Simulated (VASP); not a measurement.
**Nb: relaxation of cell and atoms with RPBE**

Crystal: Nb.

```
Nb
1.0
    -1.65020    1.65020    1.65020
     1.65020   -1.65020    1.65020
     1.65020    1.65020   -1.65020
Nb
1
Direct
  0.00000 0.00000 0.00000
```

```yaml
Program: VASP 6.6.1
Task: relaxation of cell and atoms
Functional: RPBE
Potentials_or_basis: VASP PAW PBE potentials, release 64 (Nb_sv)
Cutoff: 600 eV
k_mesh: 13 × 13 × 13
Occupations: fermi-dirac, width 0.05 eV
Spin: collinear spin, ferromagnetic start
Starting_moments: "[1.0] μB"
Dipole_correction: no
Further_INCAR_settings: ALGO = Normal; EDIFF = 1e-06; IBRION = 2; EDIFFG = -0.01; NSW = 80; ISIF = 3
```

```json
{
  "Relaxed volume": "18.37 Å³/atom",
  "Relaxed cell": "a = 2.879 Å, b = 2.879 Å, c = 2.879 Å, α = 109.47°, β = 109.47°, γ = 109.47°",
  "Space group after relaxing (to 0.05 Å)": "Im-3m (No. 229)",
  "Energy gained by relaxing": "4.3 meV/atom",
  "Ionic steps": "3",
  "Pressure after relaxing": "-0.1 GPa",
  "Net moment": "0.00 μB per cell",
  "Valence electrons inside the program's atomic spheres": "Nb 10.70"
}
```

Step by step:
```tsv
step	energy change (eV)	largest force (eV/Å)	pressure (GPa)	volume (Å³)
1	0.0000	0.0000	3.62	17.98
2	0.0080	0.0000	-5.58	19.05
3	-0.0043	0.0000	-0.06	18.37
```

Final structure:
```
Nb
1.0
    -1.66212    1.66212    1.66212
     1.66212   -1.66212    1.66212
     1.66212    1.66212   -1.66212
Nb
1
Direct
  0.00000 0.00000 0.00000
```

Levels at points of the mesh, in eV from the Fermi level:
Spin up:
```csv
k point,band 4,band 5,band 6,band 7,band 8,band 9
"(0.00, 0.00, 0.00)",-29.76,-5.91,0.37,0.37,0.37,3.21
```
Spin down:
```tsv
k point	band 4	band 5	band 6	band 7	band 8	band 9
(0.00, 0.00, 0.00)	-29.76	-5.91	0.37	0.37	0.37	3.21
```

Wall time 60 s on 1 thread of Intel Xeon 6975P-C, on a shared host, peak memory 0.18 GiB.

Caveat: the PAW data sets were made with another functional, which shifts forces and pressure a little. Zero-point motion and thermal expansion aren't in these numbers.
